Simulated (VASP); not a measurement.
Write the native input for VASP 6.6.1 that does the following.

```yaml
Task: single point
Functional: PBE
Potentials_or_basis: VASP PAW PBE potentials, release 64 (Ba_sv, Zn, P, F)
Cutoff: 520 eV
k_mesh: 4 × 4 × 2
Occupations: fermi-dirac, width 0.1 eV
Spin: no spin polarisation
Dipole_correction: no
Further_INCAR_settings: ALGO = Normal; EDIFF = 1e-06; NBANDS = 44
```

The structure of BaZnPF lies in POSCAR:

```
BaZnPF
1.0
    4.1563400000      0.0000000000      0.0000000000
    0.0000000000      4.1563400000      0.0000000000
    0.0000000000      0.0000000000      9.4574300000
Ba Zn P F
2 2 2 2
Direct
    0.5000000000      0.0000000000      0.3317700000
    0.0000000000      0.5000000000      0.6682300000
    0.5000000000      0.5000000000      0.0000000000
    0.0000000000      0.0000000000      0.0000000000
    0.0000000000      0.5000000000      0.1491000000
    0.5000000000      0.0000000000      0.8509000000
    0.5000000000      0.5000000000      0.5000000000
    0.0000000000      0.0000000000      0.5000000000
```

These files were run (other wordings do the same):

INCAR

```
ALGO     = Normal         # electronic algorithm
EDIFF    = 1E-6           # SCF threshold, eV
ENCUT    = 520            # plane-wave cutoff, eV
GGA      = PE             # functional
ISIF     = 2              # what is computed and relaxed
ISMEAR   = -1             # smearing method
LASPH    = T              # aspherical terms in the spheres
LCHARG   = T              # write CHGCAR
LELF     = T              # ELF
LREAL    = F              # projectors in reciprocal space
LVHAR    = T            
LWAVE    = F              # write WAVECAR
NBANDS   = 44             # bands
NELM     = 60             # most SCF steps
PREC     = Accurate       # precision mode
SIGMA    = 0.1            # smearing width, eV
```

KPOINTS

```
k-points
0
Gamma
  4 4 2
```

Potentials or basis: VASP PAW PBE potentials, release 64 (Ba_sv, Zn, P, F).

Run with:

```sh
$ cat potpaw_PBE.64/Ba_sv/POTCAR potpaw_PBE.64/Zn/POTCAR potpaw_PBE.64/P/POTCAR potpaw_PBE.64/F/POTCAR > POTCAR
$ mpirun -np 1 vasp_std > vasp.out
```

Results of the run:

```yaml
Pressure: 1.8 GPa
Largest_force: 0.321 eV/Å
Band_gap_on_the_k_mesh: 0.44 eV, direct
```

Caveat: spin-orbit coupling is left out, which moves the levels of the heavy elements.

Wall time 2.5 min on 1 thread of Intel Xeon 8259CL, on a shared host, peak memory 0.3 GiB.
